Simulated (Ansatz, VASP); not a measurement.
## CdTe in VASP and in Ansatz

```xyz
2
Lattice="3.2609 3.2609 0.0000 -3.2609 3.2609 0.0000 0.0000 3.2609 3.2248" Properties=species:S:1:pos:R:3 pbc="T T T"
Cd    0.0000    0.0000    0.0000
Te    1.6305    4.8914    1.6124
```

Change from the starting cell: film at in-plane strain +0.005.

Alike in both runs: task single point; functional PBEsol; k mesh 6 × 6 × 6; non-collinear spin, spin-orbit coupling.

```csv
,VASP,Ansatz
version,VASP 6.6.1,Ansatz 0.2.0
potentials or method,"VASP PAW PBE potentials, release 64 (Cd, Te), cutoff 520 eV",all-electron LAPW
occupations,"gaussian, width 0.01 eV",fixed
```

|  | VASP | Ansatz | Ansatz less VASP |
| --- | --- | --- | --- |
| pressure (GPa) | 0.1 | -0.1 | -0.17 |
| traceless stress, the component that is largest in VASP (GPa) | 0.12 | 0.12 | +0.001 |

VASP's potentials were made for PBE, not for PBEsol. Ansatz ran all-electron here, and VASP with PAW potentials.
